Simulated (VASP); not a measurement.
# LiPdF3 (P6_3/mmc) in VASP: single point with r2SCAN

Aim: the single point of LiPdF3 with r2SCAN.

Everything below comes from runs of VASP 6.6.1. Logs are shortened: lines on timing, memory, paths and dates and some standing lists are left out, and cuts for length are marked.

### Step 1. The cell of the first run

The structure is hexagonal, space group P6_3/mmc (No. 194). The conventional cell has a = 5.309 Å, b = 5.309 Å, c = 4.448 Å, α = 90.00°, β = 90.00°, γ = 120.00°. Within 2.6 Å of Pd (site symmetry -3m) lie 6 F at 1.97 Å and 2 Pd at 2.22 Å. Within 1.9 Å of Li (site symmetry -6m2) lie 3 F at 1.44 Å. F (site symmetry mm2) has 1 Li at 1.44 Å and 2 Pd at 1.97 Å within 2.0 Å.

### Step 2. Single point, r2SCAN

Input file POSCAR:

```
LiPdF3
1.0
    2.6542713825      4.5973328916      0.0000000000
   -2.6542713825      4.5973328916      0.0000000000
    0.0000000000      0.0000000000      4.4479070500
Pd Li F
2 2 6
Direct
    0.0000000000      0.0000000000      0.0000000000
    0.0000000000      0.0000000000      0.5000000000
    0.3333333333      0.3333333333      0.7500000000
    0.6666666667      0.6666666667      0.2500000000
    0.8229380475      0.8229380475      0.2500000000
    0.1770619525      0.6458760949      0.7500000000
    0.3541239051      0.8229380475      0.2500000000
    0.1770619525      0.1770619525      0.7500000000
    0.8229380475      0.3541239051      0.2500000000
    0.6458760949      0.1770619525      0.7500000000
```

Input file INCAR.step1:

```
PREC = Accurate ; ENCUT = 520
ISMEAR = -1 ; SIGMA = 0.1
LREAL = False ; LASPH = True
NELM = 100 ; NBANDS = 45
GGA = PE ; ALGO = Normal
EDIFF = 1E-4 ; LWAVE = True
LCHARG = False
```

Input file INCAR.step2:

```
PREC = Accurate ; ENCUT = 520
EDIFF = 1E-6 ; ISMEAR = -1
SIGMA = 0.1 ; LREAL = False
LASPH = True ; NELM = 100
ALGO = Normal ; ISIF = 2
LWAVE = False ; LCHARG = True
METAGGA = R2SCAN ; LMIXTAU = True
LELF = True ; LVHAR = True
NBANDS = 45 ; ISTART = 1
```

Input file KPOINTS:

```
regular mesh
0
Gamma
  6 6 7
```

Potentials or basis: VASP PAW PBE potentials, release 64 (Pd, Li_sv, F).

On the command line:

```console
$ cat potpaw_PBE.64/Pd/POTCAR potpaw_PBE.64/Li_sv/POTCAR potpaw_PBE.64/F/POTCAR > POTCAR
$ cp INCAR.step1 INCAR
$ mpirun -np 1 vasp_std > vasp.out
$ cp INCAR.step2 INCAR
$ mpirun -np 1 vasp_std > vasp.out
```

OUTCAR:

```text
PREC = Accurate
   ENCUT = 520
   EDIFF = 1E-6
   ISMEAR = -1
   LREAL = False
   LASPH = True
   NELM = 100
   ISIF = 2
   METAGGA = R2SCAN
   ISTART = 1

 ion  position               nearest neighbor table
   1  0.000  0.000  0.000-   5 1.97   8 1.97   7 1.97   6 1.97   9 1.97  10 1.97   2 2.22   2 2.22

   2  0.000  0.000  0.500-   5 1.97   8 1.97   7 1.97   6 1.97   9 1.97  10 1.97   1 2.22   1 2.22

   3  0.333  0.333  0.750-   6 1.44  10 1.44   8 1.44
   4  0.667  0.667  0.250-   7 1.44   9 1.44   5 1.44
   5  0.823  0.823  0.250-   4 1.44   2 1.97   1 1.97
   6  0.177  0.646  0.750-   3 1.44   2 1.97   1 1.97
   7  0.354  0.823  0.250-   4 1.44   2 1.97   1 1.97
   8  0.177  0.177  0.750-   3 1.44   2 1.97   1 1.97
   9  0.823  0.354  0.250-   4 1.44   2 1.97   1 1.97
  10  0.646  0.177  0.750-   3 1.44   2 1.97   1 1.97

  LATTYP: Found a hexagonal cell.
 ALAT       =     5.3085427650
 C/A-ratio  =     0.8378772192

  Lattice vectors:

 A1 = (   2.6542713825,  -4.5973328916,   0.0000000000)
 A2 = (   2.6542713825,   4.5973328916,   0.0000000000)
 A3 = (   0.0000000000,   0.0000000000,   4.4479070500)

Analysis of symmetry for initial positions (statically):
=====================================================================
 Subroutine PRICEL returns:
 Original cell was already a primitive cell.

 Routine SETGRP: Setting up the symmetry group for a
 hexagonal supercell.

 Subroutine GETGRP returns: Found 24 space group operations
 (whereof 12 operations were pure point group operations)
 out of a pool of 24 trial point group operations.

The static configuration has the point symmetry D_3d.
 The point group associated with its full space group is D_6h.

Analysis of symmetry for dynamics (positions and initial velocities):
=====================================================================
 Subroutine PRICEL returns:
 Original cell was already a primitive cell.

 Routine SETGRP: Setting up the symmetry group for a
 hexagonal supercell.

 Subroutine GETGRP returns: Found 24 space group operations
 (whereof 12 operations were pure point group operations)
 out of a pool of 24 trial point group operations.

The dynamic configuration has the point symmetry D_3d.
 The point group associated with its full space group is D_6h.

 Subroutine INISYM returns: Found 24 space group operations
 (whereof 12 operations are pure point group operations),
 and found     1 'primitive' translations

[... 119 lines left out ...]
   TEBEG  =    0.0;   TEEND  =   0.0 temperature during run
   PSTRESS=    0.0 pullay stress
   NELECT =      68.0000    total number of electrons
   NUPDOWN=      -1.0000    fix difference up-down
   EMIN   =  10.00;   EMAX   =-10.00  energy-range for DOS
   EFERMI =   0.00;   METHOD = LEGACY
   ISMEAR =    -1;   SIGMA  =   0.10  broadening in eV -4-tet -1-fermi 0-gaus
   EFERMI_NEDOS =   21; number of points for ismear=-14 and -15
   IALGO  =     38    algorithm
   IMIX   =      4    mixing-type and parameters
     AMIX     =   0.40;   BMIX     =  1.00
     AMIX_MAG =   1.60;   BMIX_MAG =  1.00
  volume/ion in A,a.u.               =      10.86        73.25
  Fermi-wavevector in a.u.,A,eV,Ry     =   1.400766  2.647063 26.696595  1.962144
  Thomas-Fermi vector in A             =   2.523694
   LORBIT       =      0    0 simple, 1 ext, 2 COOP (PROOUT), +10 PAW based schemes
   METAGGA = R2SCAN    functional components
   LHFCALC =     F    Hartree Fock is set to
   AEXX    =    0.0000 exact exchange contribution
   IVDW    =     0    specifies the selected vdW correction
   LEPSILON=     F    determine dielectric tensor
   LRPA    =     F    only Hartree local field effects (RPA)
 non-spin polarized calculation
  energy-cutoff  :      520.00
  volume of cell :      108.55
 maximum number of plane-waves:      2943
   NGX = 19   NGY = 19   NGZ = 17

 number of electron      67.9999989 magnetization

 Free energy of the ion-electron system (eV)
  ---------------------------------------------------
  ext. energy  EPLUGINS =         0.00000000
  ---------------------------------------------------
  free energy    TOTEN  =       -75.69463219 eV

  energy without entropy =      -75.19682627  energy(sigma->0) =      -75.44572923

 E-fermi :   4.2266     XC(G=0): -10.4121

 val. band max:        4.2245167881   @ k =   0.1667  -0.0000   0.4286
 cond. band min:       4.2334210536   @ k =   0.0000   0.0000   0.4286
 fundamental gap:      0.0089042655
 Fermi energy:         4.2265704524

 k-point     1 :       0.0000    0.0000    0.0000
  band No.  band energies     occupation
      1     -41.6031      2.00000
      2     -41.6001      2.00000
      3     -22.7128      2.00000
      4     -22.6017      2.00000
      5     -22.6017      2.00000
      6     -22.4422      2.00000
[... 1141 lines left out ...]
     44      15.3326      0.00000
     45      17.3690      0.00000

 [... further k-points ...]

------------------------ aborting loop because EDIFF is reached ----------------------------------------

  FORCE on cell =-STRESS in cart. coord.  units (eV):
  Direction    XX          YY          ZZ          XY          YZ          ZX
  --------------------------------------------------------------------------------------
  -------------------------------------------------------------------------------------
  Total       53.1207145     53.1207145     51.1858229     -0.0000000      0.0000000     -0.0000000
  in kB      784.0387272    784.0387272    755.4805648     -0.0000000      0.0000000     -0.0000000
  external PRESSURE =     774.5193397 kB  Pullay stress =       0.0000000 kB

 VOLUME and BASIS-vectors are now :
 -----------------------------------------------------------------------------
  energy-cutoff  :      520.00
  volume of cell :      108.55
      direct lattice vectors                 reciprocal lattice vectors
     2.654271383  4.597332892  0.000000000     0.188375613  0.108758711  0.000000000
    -2.654271383  4.597332892  0.000000000    -0.188375613  0.108758711  0.000000000
     0.000000000  0.000000000  4.447907050     0.000000000  0.000000000  0.224824842

 POSITION                                       TOTAL-FORCE (eV/Angst)
 -----------------------------------------------------------------------------------
      0.00000      0.00000      0.00000         0.000000      0.000000      0.000000
      0.00000      0.00000      2.22395         0.000000      0.000000      0.000000
      0.00000      3.06489      3.33593         0.000000      0.000000      0.000000
      0.00000      6.12978      1.11198         0.000000     -0.000000     -0.000000
      0.00000      7.56664      1.11198         0.000000      0.277866     -0.000000
     -1.24436      3.78332      3.33593        -0.240639      0.138933     -0.000000
     -1.24436      5.41135      1.11198        -0.240639     -0.138933      0.000000
      0.00000      1.62803      3.33593         0.000000     -0.277866      0.000000
      1.24436      5.41135      1.11198         0.240639     -0.138933      0.000000
      1.24436      3.78332      3.33593         0.240639      0.138933     -0.000000
 -----------------------------------------------------------------------------------
    total drift:                               -0.000000      0.000000      0.000000

  FREE ENERGIE OF THE ION-ELECTRON SYSTEM (eV)
  ---------------------------------------------------
  free  energy   TOTEN  =       -75.6946321881 eV

  energy  without entropy=      -75.1968262671  energy(sigma->0) =      -75.44572923
```

OUTCAR.step1:

```text
PREC = Accurate
   ENCUT = 520
   ISMEAR = -1
   LREAL = False
   LASPH = True
   NELM = 100
[... 1407 lines left out ...]
      0.00000      1.62803      3.33593         0.000000     -0.041521     -0.000000
      1.24436      5.41135      1.11198         0.035958     -0.020760      0.000000
      1.24436      3.78332      3.33593         0.035958      0.020760      0.000000
 -----------------------------------------------------------------------------------
    total drift:                               -0.000000      0.000000      0.000000

  FREE ENERGIE OF THE ION-ELECTRON SYSTEM (eV)
  ---------------------------------------------------
  free  energy   TOTEN  =       -29.6482488799 eV

  energy  without entropy=      -29.1491157103  energy(sigma->0) =      -29.39868230
```

Run time: 6.5 min. Hardware: 1 thread of Intel Xeon Platinum 8488C (Sapphire Rapids), shared host; peak memory 0.31 GiB.

Results:

```yaml
Free_energy: -75.6946 eV
Largest_force: 0.278 eV/Å
Band_gap_on_the_k_mesh: zero (bands 34 and 35 overlap by 0.17 eV)
```

Forces in eV/Å, atoms in the order of the input:
```
Pd   0.000  0.000  0.000
Pd   0.000  0.000  0.000
Li   0.000  0.000  0.000
Li   0.000  0.000  0.000
F    0.000  0.278  0.000
F   -0.241  0.139  0.000
F   -0.241 -0.139  0.000
F    0.000 -0.278  0.000
F    0.241 -0.139  0.000
F    0.241  0.139  0.000
```

Levels at points of the mesh, in eV from the Fermi level:
| k point | band 29 | band 30 | band 31 | band 32 | band 33 | band 34 | band 35 | band 36 | band 37 | band 38 |
| --- | --- | --- | --- | --- | --- | --- | --- | --- | --- | --- |
| (0.00, 0.00, 0.00) | -3.26 | -2.20 | -2.20 | -0.03 | -0.03 | 0.12 | 0.12 | 0.49 | 2.76 | 6.56 |
| (0.50, 0.00, 0.00) | -2.67 | -2.21 | -2.20 | -0.27 | -0.02 | 0.06 | 0.12 | 0.62 | 4.94 | 5.07 |

Caveat: the cutoff is under 1.25 times the usual one of these potentials, so pressure, stress and relaxed cells hold a basis-set (Pulay) error; the PAW data sets were made with another functional, which shifts forces and pressure a little.
